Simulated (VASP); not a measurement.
# SrO (Fm-3m) in VASP: further runs

Runs on SrO. Level: BLYP+D4. Tasks: single point.

All numbers are computed with VASP 6.6.1; they aren't measurements. Logs are shortened: lines on timing, memory, paths and dates and some standing lists are left out, and cuts for length are marked.

## Step 1: The cell of the first run

Symmetry: Fm-3m, No. 225, cubic system. Conventional cell: a = 5.200 Å, b = 5.200 Å, c = 5.200 Å, α = 90.00°, β = 90.00°, γ = 90.00°. Within 3.4 Å of Sr (site symmetry m-3m) lie 6 O at 2.60 Å. O (site symmetry m-3m) has 6 Sr at 2.60 Å within 3.4 Å.

## Step 2: Single point, BLYP+D4

The input, INCAR:

```
SYSTEM = SrO
PREC = Accurate
ENCUT = 520
EDIFF = 1E-6
ISMEAR = -1
SIGMA = 0.05
LREAL = .FALSE.
LASPH = .TRUE.
NELM = 80
ALGO = Normal
ISIF = 2
LWAVE = .FALSE.
LCHARG = .FALSE.
GGA = B5
ALDAX = 1.0
AGGAX = 1.0
AGGAC = 1.0
ALDAC = 0.0
IVDW = 13
VDW_S6 = 1.0
VDW_S8 = 2.34076671
VDW_A1 = 0.44488865
VDW_A2 = 4.0933009
NBANDS = 15
```

The input, KPOINTS:

```
regular mesh
0
G
  9 9 9
  0 0 0
```

The input, POSCAR:

```
SrO
1.0
    0.0000000000      2.6000709780      2.6000709780
    2.6000709780      0.0000000000      2.6000709780
    2.6000709780      2.6000709780      0.0000000000
Sr O
1 1
Direct
    0.5000000000      0.5000000000      0.5000000000
    0.0000000000      0.0000000000      0.0000000000
```

Potentials or basis: VASP PAW PBE potentials, release 64 (Sr_sv, O).

Run with:

```console
cat potpaw_PBE.64/Sr_sv/POTCAR potpaw_PBE.64/O/POTCAR > POTCAR
mpirun -np 1 vasp_std > vasp.out
```

OUTCAR:

```text
SYSTEM = SrO
   PREC = Accurate
   ENCUT = 520
   EDIFF = 1E-6
   ISMEAR = -1
   LREAL = .FALSE.
   LASPH = .TRUE.
   NELM = 80
   ISIF = 2
   GGA = B5
   IVDW = 13

 ion  position               nearest neighbor table
   1  0.500  0.500  0.500-   2 2.60   2 2.60   2 2.60   2 2.60   2 2.60   2 2.60
   2  0.000  0.000  0.000-   1 2.60   1 2.60   1 2.60   1 2.60   1 2.60   1 2.60

  LATTYP: Found a face centered cubic cell.
 ALAT       =     5.2001419560

  Lattice vectors:

 A1 = (   0.0000000000,   2.6000709780,   2.6000709780)
 A2 = (   2.6000709780,   0.0000000000,   2.6000709780)
 A3 = (   2.6000709780,   2.6000709780,   0.0000000000)

Analysis of symmetry for initial positions (statically):
=====================================================================
 Subroutine PRICEL returns:
 Original cell was already a primitive cell.

 Routine SETGRP: Setting up the symmetry group for a
 face centered cubic supercell.

 Subroutine GETGRP returns: Found 48 space group operations
[... 9 lines left out ...]

 Routine SETGRP: Setting up the symmetry group for a
 face centered cubic supercell.

 Subroutine GETGRP returns: Found 48 space group operations
[... 11 lines left out ...]
                                     Primitive cell

  volume of cell :      35.1549

  direct lattice vectors                    reciprocal lattice vectors
     0.000000000  2.600070978  2.600070978    -0.192302443  0.192302443  0.192302443
     2.600070978  0.000000000  2.600070978     0.192302443 -0.192302443  0.192302443
     2.600070978  2.600070978  0.000000000     0.192302443  0.192302443 -0.192302443

  length of vectors
     3.677055640  3.677055640  3.677055640     0.333077601  0.333077601  0.333077601

  position of ions in fractional coordinates (direct lattice)
     0.500000000  0.500000000  0.500000000
     0.000000000  0.000000000  0.000000000

  ion indices of the primitive-cell ions
   primitive index   ion index
                 1           1
                 2           2

----------------------------------------------------------------------------------------

 KPOINTS: regular mesh

Automatic generation of k-mesh.
 Grid dimensions read from file:
 generate k-points for:    9    9    9

 Generating k-lattice:

  Cartesian coordinates                     Fractional coordinates (reciprocal lattice)
    -0.021366938  0.021366938  0.021366938     0.111111111  0.000000000  0.000000000
     0.021366938 -0.021366938  0.021366938     0.000000000  0.111111111  0.000000000
     0.021366938  0.021366938 -0.021366938     0.000000000  0.000000000  0.111111111

  Length of vectors
     0.037008622  0.037008622  0.037008622

  Shift w.r.t. Gamma in fractional coordinates (k-lattice)
     0.000000000  0.000000000  0.000000000

 Subroutine IBZKPT returns following result:
 ===========================================

 Found     35 irreducible k-points:

 Following reciprocal coordinates:
            Coordinates               Weight
  0.000000  0.000000  0.000000      1.000000
  0.111111  0.000000  0.000000      8.000000
  0.222222  0.000000  0.000000      8.000000
  0.333333  0.000000  0.000000      8.000000
  0.444444  0.000000  0.000000      8.000000
  0.111111  0.111111  0.000000      6.000000
[... 16 lines left out ...]
 -0.333333  0.333333  0.000000     12.000000
  0.444444  0.444444  0.000000      6.000000
 [... further k-points ...]
   k-points           NKPTS =     35   k-points in BZ     NKDIM =     35   number of bands    NBANDS=     15
   number of dos      NEDOS =    301   number of ions     NIONS =      2
   total plane-waves  NPLWV =  21952
   dimension x,y,z NGX =    28 NGY =   28 NGZ =   28
   dimension x,y,z NGXF=    56 NGYF=   56 NGZF=   56
   ions per type =               1   1
   NGX,Y,Z   is equivalent  to a cutoff of  12.66, 12.66, 12.66 a.u.
   NGXF,Y,Z  is equivalent  to a cutoff of  25.32, 25.32, 25.32 a.u.
 SYSTEM =  SrO
   PREC   = accura    normal or accurate (medium, high low for compatibility)
   ISTART =      0    job   : 0-new  1-cont  2-samecut
   ICHARG =      2    charge: 1-file 2-atom 10-const
   ISPIN  =      1    spin polarized calculation?
   LNONCOLLINEAR =      F non collinear calculations
   LSORBIT =      F    spin-orbit coupling
   LASPH  =      T    aspherical Exc in radial PAW
   ENCUT  =  520.0 eV  38.22 Ry    6.18 a.u.   6.84  6.84  6.84*2*pi/ulx,y,z
   NELM   =     80;   NELMIN=  2; NELMDL= -5     # of ELM steps
   EDIFF  = 0.1E-05   stopping-criterion for ELM
   LREAL  =      F    real-space projection
   EDIFFG = 0.1E-04   stopping-criterion for IOM
   NSW    =      0    number of steps for IOM
   IBRION =     -1    ionic relax: 0-MD 1-quasi-New 2-CG
   NFREE  =      0    steps in history (QN), initial steepest desc. (CG)
   ISIF   =      2    stress and relaxation
   ISYM   =      2    0-nonsym 1-usesym 2-fastsym
   POTIM  = 0.5000    time-step for ionic-motion
   TEBEG  =    0.0;   TEEND  =   0.0 temperature during run
   PSTRESS=    0.0 pullay stress
   NELECT =      16.0000    total number of electrons
   NUPDOWN=      -1.0000    fix difference up-down
   EMIN   =  10.00;   EMAX   =-10.00  energy-range for DOS
   EFERMI =   0.00;   METHOD = LEGACY
   ISMEAR =    -1;   SIGMA  =   0.05  broadening in eV -4-tet -1-fermi 0-gaus
   EFERMI_NEDOS =   21; number of points for ismear=-14 and -15
   IALGO  =     38    algorithm
   IMIX   =      4    mixing-type and parameters
     AMIX     =   0.40;   BMIX     =  1.00
     AMIX_MAG =   1.60;   BMIX_MAG =  1.00
  volume/ion in A,a.u.               =      17.58       118.62
  Fermi-wavevector in a.u.,A,eV,Ry     =   1.259272  2.379679 21.575663  1.585767
  Thomas-Fermi vector in A             =   2.392840
   LORBIT       =      0    0 simple, 1 ext, 2 COOP (PROOUT), +10 PAW based schemes
   GGA     = B5    functional components
   LHFCALC =     F    Hartree Fock is set to
   AEXX    =    0.0000 exact exchange contribution
   IVDW    =    13    specifies the selected vdW correction
   LEPSILON=     F    determine dielectric tensor
   LRPA    =     F    only Hartree local field effects (RPA)
 non-spin polarized calculation
  energy-cutoff  :      520.00
  volume of cell :       35.15
 maximum number of plane-waves:       958
   NGX = 13   NGY = 13   NGZ = 13

 number of electron      16.0000000 magnetization

 Free energy of the ion-electron system (eV)
  ---------------------------------------------------
  ext. energy  EPLUGINS =         0.00000000
  ---------------------------------------------------
  free energy    TOTEN  =       -11.49094757 eV

  energy without entropy =      -11.49094757  energy(sigma->0) =      -11.49094757

 E-fermi :   2.8485     XC(G=0):  -9.4121

 val. band max:        1.8568683954   @ k =   0.0000   0.0000   0.0000
 cond. band min:       5.3197379826   @ k =   0.4444   0.4444   0.0000
 fundamental gap:      3.4628695872
 Fermi energy:         2.8484974031

 k-point     1 :       0.0000    0.0000    0.0000
  band No.  band energies     occupation
      1     -30.6813      2.00000
      2     -13.0903      2.00000
      3     -12.3917      2.00000
      4     -12.3917      2.00000
      5     -12.3917      2.00000
      6       1.8569      2.00000
      7       1.8569      2.00000
      8       1.8569      2.00000
      9       5.8404      0.00000
     10       7.9918      0.00000
     11       7.9918      0.00000
     12       7.9918      0.00000
     13      10.0746      0.00000
     14      10.0746      0.00000
     15      14.8502      0.00000

 k-point     2 :       0.1111    0.0000    0.0000
  band No.  band energies     occupation
      1     -30.6678      2.00000
      2     -13.4444      2.00000
      3     -12.4006      2.00000
      4     -12.4006      2.00000
      5     -12.0707      2.00000
      6       1.5113      2.00000
      7       1.7090      2.00000
      8       1.7090      2.00000
      9       6.3797      0.00000
     10       7.8966      0.00000
     11       8.2224      0.00000
     12       8.2224      0.00000
     13      10.3795      0.00000
     14      10.3795      0.00000
     15      15.5870      0.00000

 k-point     3 :       0.2222    0.0000    0.0000
  band No.  band energies     occupation
      1     -30.6332      2.00000
      2     -13.9635      2.00000
      3     -12.4229      2.00000
      4     -12.4229      2.00000
      5     -11.6362      2.00000
      6       0.8248      2.00000
      7       1.3671      2.00000
      8       1.3671      2.00000
      9       7.5953      0.00000
     10       7.8779      0.00000
     11       8.8619      0.00000
     12       8.8619      0.00000
     13      11.1696      0.00000
     14      11.1696      0.00000
     15      17.2122      0.00000

 k-point     4 :       0.3333    0.0000    0.0000
  band No.  band energies     occupation
      1     -30.5935      2.00000
      2     -14.3816      2.00000
      3     -12.4479      2.00000
      4     -12.4479      2.00000
      5     -11.3140      2.00000
      6       0.2050      2.00000
      7       1.0223      2.00000
      8       1.0223      2.00000
      9       8.0238      0.00000
     10       9.0922      0.00000
     11       9.7167      0.00000
     12       9.7167      0.00000
     13      12.2025      0.00000
     14      12.2025      0.00000
     15      17.4135      0.00000
[... 307 lines left out ...]
 k-point    22 :      -0.4444    0.3333    0.0000
  band No.  band energies     occupation
      1     -30.5337      2.00000
      2     -13.9008      2.00000
      3     -13.0176      2.00000
      4     -12.6365      2.00000
      5     -11.9229      2.00000
      6       1.0198      2.00000
      7       1.3072      2.00000
      8       1.3683      2.00000
      9       6.4801      0.00000
     10       9.7850      0.00000
     11      10.4126      0.00000
     12      11.7283      0.00000
     13      12.4684      0.00000
     14      14.5581      0.00000
     15      14.8601      0.00000

 k-point    23 :      -0.3333    0.3333    0.0000
  band No.  band energies     occupation
      1     -30.5369      2.00000
      2     -14.1184      2.00000
      3     -12.9953      2.00000
      4     -12.5728      2.00000
      5     -11.6364      2.00000
      6       0.5985      2.00000
      7       1.0927      2.00000
      8       1.3677      2.00000
      9       7.5615      0.00000
     10       9.0225      0.00000
     11      10.5744      0.00000
     12      11.1517      0.00000
     13      12.8244      0.00000
     14      14.2872      0.00000
     15      16.5266      0.00000

 k-point    24 :       0.4444    0.4444    0.0000
  band No.  band energies     occupation
      1     -30.5338      2.00000
      2     -13.4702      2.00000
      3     -12.7709      2.00000
      4     -12.7056      2.00000
      5     -12.7056      2.00000
      6       1.3003      2.00000
      7       1.7463      2.00000
      8       1.7463      2.00000
      9       5.3197      0.00000
     10       9.3456      0.00000
     11      11.6933      0.00000
     12      12.1785      0.00000
     13      12.4040      0.00000
     14      12.4040      0.00000
     15      15.4978      0.00000

 [... further k-points ...]

------------------------ aborting loop because EDIFF is reached ----------------------------------------

  DFT-D4 for vdW energy calculation

  Edisp (eV):   -0.59707

  FORCE on cell =-STRESS in cart. coord.  units (eV):
  Direction    XX          YY          ZZ          XY          YZ          ZX
  --------------------------------------------------------------------------------------
  -------------------------------------------------------------------------------------
  Total      -0.03536    -0.03536    -0.03536    -0.00000    -0.00000     0.00000
  in kB      -1.61161    -1.61161    -1.61161    -0.00000    -0.00000     0.00000
  external pressure =       -1.61 kB  Pullay stress =        0.00 kB

 VOLUME and BASIS-vectors are now :
 -----------------------------------------------------------------------------
  energy-cutoff  :      520.00
  volume of cell :       35.15
      direct lattice vectors                 reciprocal lattice vectors
     0.000000000  2.600070978  2.600070978    -0.192302443  0.192302443  0.192302443
     2.600070978  0.000000000  2.600070978     0.192302443 -0.192302443  0.192302443
     2.600070978  2.600070978  0.000000000     0.192302443  0.192302443 -0.192302443

 POSITION                                       TOTAL-FORCE (eV/Angst)
 -----------------------------------------------------------------------------------
      2.60007      2.60007      2.60007        -0.000000      0.000000      0.000000
      0.00000      0.00000      0.00000         0.000000     -0.000000     -0.000000
 -----------------------------------------------------------------------------------
    total drift:                                0.000000      0.000000      0.000000

  FREE ENERGIE OF THE ION-ELECTRON SYSTEM (eV)
  ---------------------------------------------------
  free  energy   TOTEN  =       -12.0880170154 eV

  energy  without entropy=      -12.0880170153  energy(sigma->0) =      -12.08801702
```

Wall time 19 s (1 thread of Intel Xeon Platinum 8375C at 2.90GHz (Ice Lake), shared host); peak memory 0.16 GiB.

What came out:

```yaml
Free_energy: -12.0880 eV
Pressure: -0.2 GPa
Band_gap_on_the_k_mesh: 3.46 eV, indirect (least direct gap 3.57 eV)
Dispersion_energy_per_atom: -0.299 eV
```

Caveat: the PAW data sets were made with another functional, which shifts forces and pressure a little.

[end of part 1 of 2]
